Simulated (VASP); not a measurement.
A run of VASP 6.6.1 is set up as follows.

Contents of INCAR:

```
  PREC = Accurate
  ENCUT = 520
  EDIFF = 1E-6
  ISMEAR = -1
  SIGMA = 0.05
  LREAL = F
  LASPH = T
  NELM = 60
  ALGO = Normal
  ISIF = 2
  LWAVE = F
  LCHARG = F
  GGA = PS
  NBANDS = 16
```

Contents of KPOINTS:

```
Automatic mesh
0
Gamma
  7 7 7
```

POSCAR

```
ZnSe
1.0
    0.0000000000      2.8338000000      2.8621380000
    2.8338000000      0.0000000000      2.8621380000
    2.8338000000      2.8338000000      0.0000000000
Se Zn
1 1
Direct
    0.7500000000      0.7500000000      0.7500000000
    0.0000000000      0.0000000000      0.0000000000
```

Potentials or basis: VASP PAW PBE potentials, release 64 (Se, Zn).

The run is started by

```bash
$ cat potpaw_PBE.64/Se/POTCAR potpaw_PBE.64/Zn/POTCAR > POTCAR
$ mpirun -np 1 vasp_std > vasp.out
```

What does it give for the pressure?

-1.5 GPa.

Predict the band gap on the k mesh.

1.12 eV, direct.

Stress tensor (GPa, compression positive):
```
-1.35  0.00  0.00
 0.00 -1.35  0.00
 0.00  0.00 -1.72
```

Caveat: the PAW data sets were made with another functional, which shifts forces and pressure a little. PBEsol gaps usually lie below the measured ones, often by a third to a half.
